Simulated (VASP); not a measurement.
# Ag (Fm-3m) in VASP: a series of runs, part 2 of 2

VASP 6.6.1.

## Step 4: Single point, LDA (volume scaled by 0.98)

INCAR

```
PREC = Accurate
ENCUT = 520
EDIFF = 1E-7
ISMEAR = -1
SIGMA = 0.05
LREAL = F
LASPH = T
NELM = 100
ALGO = Normal
ISIF = 2
LWAVE = F
LCHARG = T
GGA = CA
LELF = T
LVHAR = T
NBANDS = 12
```

KPOINTS

```
regular mesh
0
Gamma
  11 11 11
```

POSCAR

```
Ag
1.0
    0.0000000000      2.0290398554      2.0290398554
    2.0290398554      0.0000000000      2.0290398554
    2.0290398554      2.0290398554      0.0000000000
Ag
1
Direct
    0.0000000000      0.0000000000      0.0000000000
```

Potentials or basis: VASP PAW LDA potentials, release 64 (Ag).

Started as:

```
> cat potpaw_LDA.64/Ag/POTCAR > POTCAR
> mpirun -np 1 vasp_std > vasp.out
```

OUTCAR:

```text
PREC = Accurate
   ENCUT = 520
   EDIFF = 1E-7
   ISMEAR = -1
   LREAL = F
   LASPH = T
   NELM = 100
   ISIF = 2
   GGA = CA

 ion  position               nearest neighbor table
   1  0.000  0.000  0.000-

  LATTYP: Found a face centered cubic cell.
 ALAT       =     4.0580797108

  Lattice vectors:

 A1 = (   0.0000000000,   2.0290398554,   2.0290398554)
 A2 = (   2.0290398554,   0.0000000000,   2.0290398554)
 A3 = (   2.0290398554,   2.0290398554,   0.0000000000)

Analysis of symmetry for initial positions (statically):
=====================================================================
 Subroutine PRICEL returns:
 Original cell was already a primitive cell.

 Routine SETGRP: Setting up the symmetry group for a
 face centered cubic supercell.

 Subroutine GETGRP returns: Found 48 space group operations
 (whereof 48 operations were pure point group operations)
 out of a pool of 48 trial point group operations.

The static configuration has the point symmetry O_h .

Analysis of symmetry for dynamics (positions and initial velocities):
=====================================================================
 Subroutine PRICEL returns:
 Original cell was already a primitive cell.

 Routine SETGRP: Setting up the symmetry group for a
 face centered cubic supercell.

 Subroutine GETGRP returns: Found 48 space group operations
 (whereof 48 operations were pure point group operations)
 out of a pool of 48 trial point group operations.

The dynamic configuration has the point symmetry O_h .

 Subroutine INISYM returns: Found 48 space group operations
 (whereof 48 operations are pure point group operations),
 and found     1 'primitive' translations

----------------------------------------------------------------------------------------

                                     Primitive cell

  volume of cell :      16.7071

  direct lattice vectors                    reciprocal lattice vectors
     0.000000000  2.029039855  2.029039855    -0.246421971  0.246421971  0.246421971
     2.029039855  0.000000000  2.029039855     0.246421971 -0.246421971  0.246421971
     2.029039855  2.029039855  0.000000000     0.246421971  0.246421971 -0.246421971

  length of vectors
     2.869495682  2.869495682  2.869495682     0.426815374  0.426815374  0.426815374

  position of ions in fractional coordinates (direct lattice)
     0.000000000  0.000000000  0.000000000

  ion indices of the primitive-cell ions
   primitive index   ion index
                 1           1

----------------------------------------------------------------------------------------

 KPOINTS: regular mesh

Automatic generation of k-mesh.
 Grid dimensions read from file:
 generate k-points for:   11   11   11

 Generating k-lattice:

  Cartesian coordinates                     Fractional coordinates (reciprocal lattice)
    -0.022401997  0.022401997  0.022401997     0.090909091  0.000000000  0.000000000
     0.022401997 -0.022401997  0.022401997     0.000000000  0.090909091  0.000000000
     0.022401997  0.022401997 -0.022401997     0.000000000  0.000000000  0.090909091

  Length of vectors
     0.038801398  0.038801398  0.038801398

  Shift w.r.t. Gamma in fractional coordinates (k-lattice)
     0.000000000  0.000000000  0.000000000

 Subroutine IBZKPT returns following result:
 ===========================================

 Found     56 irreducible k-points:

 Following reciprocal coordinates:
            Coordinates               Weight
  0.000000  0.000000  0.000000      1.000000
  0.090909  0.000000  0.000000      8.000000
  0.181818  0.000000  0.000000      8.000000
  0.272727  0.000000  0.000000      8.000000
  0.363636  0.000000  0.000000      8.000000
  0.454545  0.000000  0.000000      8.000000
[... 16 lines left out ...]
 -0.272727  0.181818  0.000000     24.000000
 -0.181818  0.181818  0.000000     12.000000
 [... further k-points ...]
   k-points           NKPTS =     56   k-points in BZ     NKDIM =     56   number of bands    NBANDS=     12
   number of dos      NEDOS =    301   number of ions     NIONS =      1
   total plane-waves  NPLWV =  13824
   dimension x,y,z NGX =    24 NGY =   24 NGZ =   24
   dimension x,y,z NGXF=    48 NGYF=   48 NGZF=   48
   ions per type =               1
   NGX,Y,Z   is equivalent  to a cutoff of  13.90, 13.90, 13.90 a.u.
   NGXF,Y,Z  is equivalent  to a cutoff of  27.81, 27.81, 27.81 a.u.
 SYSTEM =  unknown system
   PREC   = accura    normal or accurate (medium, high low for compatibility)
   ISTART =      0    job   : 0-new  1-cont  2-samecut
   ICHARG =      2    charge: 1-file 2-atom 10-const
   ISPIN  =      1    spin polarized calculation?
   LNONCOLLINEAR =      F non collinear calculations
   LSORBIT =      F    spin-orbit coupling
   LASPH  =      T    aspherical Exc in radial PAW
   ENCUT  =  520.0 eV  38.22 Ry    6.18 a.u.   5.34  5.34  5.34*2*pi/ulx,y,z
   NELM   =    100;   NELMIN=  2; NELMDL= -5     # of ELM steps
   EDIFF  = 0.1E-06   stopping-criterion for ELM
   LREAL  =      F    real-space projection
   EDIFFG = 0.1E-05   stopping-criterion for IOM
   NSW    =      0    number of steps for IOM
   IBRION =     -1    ionic relax: 0-MD 1-quasi-New 2-CG
   NFREE  =      0    steps in history (QN), initial steepest desc. (CG)
   ISIF   =      2    stress and relaxation
   ISYM   =      2    0-nonsym 1-usesym 2-fastsym
   POTIM  = 0.5000    time-step for ionic-motion
   TEBEG  =    0.0;   TEEND  =   0.0 temperature during run
   PSTRESS=    0.0 pullay stress
   NELECT =      11.0000    total number of electrons
   NUPDOWN=      -1.0000    fix difference up-down
   EMIN   =  10.00;   EMAX   =-10.00  energy-range for DOS
   EFERMI =   0.00;   METHOD = LEGACY
   ISMEAR =    -1;   SIGMA  =   0.05  broadening in eV -4-tet -1-fermi 0-gaus
   EFERMI_NEDOS =   21; number of points for ismear=-14 and -15
   IALGO  =     38    algorithm
   IMIX   =      4    mixing-type and parameters
     AMIX     =   0.40;   BMIX     =  1.00
     AMIX_MAG =   1.60;   BMIX_MAG =  1.00
  volume/ion in A,a.u.               =      16.71       112.75
  Fermi-wavevector in a.u.,A,eV,Ry     =   1.424203  2.691353 27.597424  2.028353
  Thomas-Fermi vector in A             =   2.544719
   LORBIT       =      0    0 simple, 1 ext, 2 COOP (PROOUT), +10 PAW based schemes
   GGA     = CA    functional components
   LHFCALC =     F    Hartree Fock is set to
   AEXX    =    0.0000 exact exchange contribution
   IVDW    =     0    specifies the selected vdW correction
   LEPSILON=     F    determine dielectric tensor
   LRPA    =     F    only Hartree local field effects (RPA)
 non-spin polarized calculation
  energy-cutoff  :      520.00
  volume of cell :       16.71
 maximum number of plane-waves:       462
 NGX is ok and might be reduce to    24
   NGX = 11   NGY = 11   NGZ = 11

 number of electron      11.0000000 magnetization

 Free energy of the ion-electron system (eV)
  ---------------------------------------------------
  ext. energy  EPLUGINS =         0.00000000
  ---------------------------------------------------
  free energy    TOTEN  =        -3.77583391 eV

  energy without entropy =       -3.77334842  energy(sigma->0) =       -3.77459116

 E-fermi :   8.6438     XC(G=0): -12.7046

 val. band max:        8.5987343772   @ k =  -0.4545   0.0909   0.0000
 cond. band min:       8.6909427941   @ k =   0.4545   0.3636   0.0000
 fundamental gap:      0.0922084168
 Fermi energy:         8.6437525806

 k-point     1 :       0.0000    0.0000    0.0000
  band No.  band energies     occupation
      1       0.4568      2.00000
      2       3.5804      2.00000
      3       3.5804      2.00000
      4       3.5804      2.00000
      5       4.6727      2.00000
      6       4.6727      2.00000
      7      24.4985      0.00000
      8      28.1220      0.00000
      9      28.1220      0.00000
     10      28.1220      0.00000
     11      33.1926      0.00000
     12      34.3044      0.00000
[... 331 lines left out ...]
 k-point    24 :      -0.1818    0.1818    0.0000
  band No.  band energies     occupation
      1       2.5495      2.00000
      2       3.1576      2.00000
      3       3.7993      2.00000
      4       4.2232      2.00000
      5       4.2618      2.00000
      6       5.8299      2.00000
      7      20.4748      0.00000
      8      20.9210      0.00000
      9      27.1812      0.00000
     10      28.9661      0.00000
     11      29.7473      0.00000
     12      33.2767      0.00000

 [... further k-points ...]

------------------------ aborting loop because EDIFF is reached ----------------------------------------

  FORCE on cell =-STRESS in cart. coord.  units (eV):
  Direction    XX          YY          ZZ          XY          YZ          ZX
  --------------------------------------------------------------------------------------
  -------------------------------------------------------------------------------------
  Total       -0.5640587     -0.5640587     -0.5640587      0.0000000      0.0000000     -0.0000000
  in kB      -54.0920178    -54.0920178    -54.0920178      0.0000000      0.0000000     -0.0000000
  external PRESSURE =     -54.0920178 kB  Pullay stress =       0.0000000 kB

 VOLUME and BASIS-vectors are now :
 -----------------------------------------------------------------------------
  energy-cutoff  :      520.00
  volume of cell :       16.71
      direct lattice vectors                 reciprocal lattice vectors
     0.000000000  2.029039855  2.029039855    -0.246421971  0.246421971  0.246421971
     2.029039855  0.000000000  2.029039855     0.246421971 -0.246421971  0.246421971
     2.029039855  2.029039855  0.000000000     0.246421971  0.246421971 -0.246421971

 POSITION                                       TOTAL-FORCE (eV/Angst)
 -----------------------------------------------------------------------------------
      0.00000      0.00000      0.00000         0.000000      0.000000     -0.000000
 -----------------------------------------------------------------------------------
    total drift:                                0.000000     -0.000000     -0.000000

  FREE ENERGIE OF THE ION-ELECTRON SYSTEM (eV)
  ---------------------------------------------------
  free  energy   TOTEN  =        -3.7758339103 eV

  energy  without entropy=       -3.7733484187  energy(sigma->0) =       -3.77459116
```

Wall time 7.5 s (1 thread of AMD EPYC 9R45 (Zen 5), shared host); peak memory 0.1 GiB.

Results:

| Item | Value |
| --- | --- |
| Free energy | -3.7758 eV |
| Pressure | -5.4 GPa |

Levels at points of the mesh, in eV from the Fermi level:
```
           k point  band 3  band 4  band 5  band 6  band 7  band 8  band 9  band 10
(0.00, 0.00, 0.00)   -5.06   -5.06   -3.97   -3.97   15.85   19.48   19.48    19.48
```

Caveat: the cell differs from its parent crystal (volume scaled by 0.98).

## Step 5: Single point, LDA

This run uses another cell than the first one, of 17.05 Å³/atom, 1.064 times its volume.

INCAR

```
PREC = Accurate ; ENCUT = 520
EDIFF = 1E-6 ; ISMEAR = -1
SIGMA = 0.05 ; LREAL = F
LASPH = T ; NELM = 80
ALGO = Normal ; ISIF = 2
LWAVE = F ; LCHARG = F
NBANDS = 12
```

KPOINTS

```
Automatic mesh
0
Gamma
  11 11 11
```

POSCAR

```
Ag
1.0
    0.0000000000      2.0427500000      2.0427500000
    2.0427500000      0.0000000000      2.0427500000
    2.0427500000      2.0427500000      0.0000000000
Ag
1
Direct
    0.0000000000      0.0000000000      0.0000000000
```

Started as:

```
> cat potpaw_LDA.64/Ag/POTCAR > POTCAR
> mpirun -np 1 vasp_std > vasp.out
```

Wall time 7 s (1 thread of AMD EPYC 9R45 (Zen 5), shared host); peak memory 0.1 GiB.

It converged, with:

| Item | Value |
| --- | --- |
| Free energy | -3.7623 eV |
| Pressure | -7.4 GPa |

Levels at points of the mesh, in eV from the Fermi level:
| k point | band 3 | band 4 | band 5 | band 6 | band 7 | band 8 | band 9 | band 10 |
| --- | --- | --- | --- | --- | --- | --- | --- | --- |
| (0.00, 0.00, 0.00) | -5.00 | -5.00 | -3.95 | -3.95 | 15.80 | 19.30 | 19.30 | 19.30 |

## Step 6: Single point, LDA (volume scaled by 1.02)

INCAR

```
SYSTEM = Ag
  ALGO = Fast
  EDIFF = 1E-6
  ENCUT = 520
  ISIF = 2
  ISMEAR = -1
  LASPH = .True.
  LCHARG = .True.
  LELF = .True.
  LREAL = .False.
  LVHAR = .True.
  LWAVE = .False.
  NBANDS = 12
  NELM = 80
  PREC = Accurate
  SIGMA = 0.05
```

KPOINTS

```
k-points
0
Gamma
  11 11 11
  0 0 0
```

POSCAR

```
Ag
1.0
    0.0000000000      2.0562785400      2.0562785400
    2.0562785400      0.0000000000      2.0562785400
    2.0562785400      2.0562785400      0.0000000000
Ag
1
Direct
    0.0000000000      0.0000000000      0.0000000000
```

Potentials or basis: VASP PAW LDA potentials, release 64 (Ag).

Started as:

```
> cat potpaw_LDA.64/Ag/POTCAR > POTCAR
> mpirun -np 1 vasp_std > vasp.out
```

Run time: 8.8 s. Hardware: 1 thread of AMD EPYC 9R45 (Zen 5), shared host; peak memory 0.1 GiB.

The run converged. Its results:

* Free energy: -3.7447 eV
* Pressure: -9.1 GPa

Levels at points of the mesh, in eV from the Fermi level:
```csv
k point,band 2,band 3,band 4,band 5,band 6,band 7,band 8,band 9,band 10,band 11
"(0.00, 0.00, 0.00)",-4.94,-4.94,-4.94,-3.92,-3.92,15.75,19.13,19.13,19.13,24.11
```

Caveat: the cell differs from its parent crystal (volume scaled by 1.02).

## Step 7: The runs side by side

| cell | gap on the mesh (eV) | pressure (GPa) |
| --- | --- | --- |
| a = 2.830 Å, angles 60.0°, 1 atom | none | -0.3 |
| a = 2.850 Å, angles 60.0°, 1 atom | none | -3.0 |
| a = 2.869 Å, angles 60.0°, 1 atom | none | -5.4 |
| a = 2.889 Å, angles 60.0°, 1 atom | none | -7.4 |
| a = 2.908 Å, angles 60.0°, 1 atom | none | -9.1 |

Alike in all rows: task single point; level LDA; potentials or basis VASP PAW LDA potentials, release 64 (Ag); no spin polarisation; k mesh 11 × 11 × 11; cutoff (eV) 520; smearing fermi-dirac 0.05 eV.

Absolute energies hang on the potentials; compare differences alone.
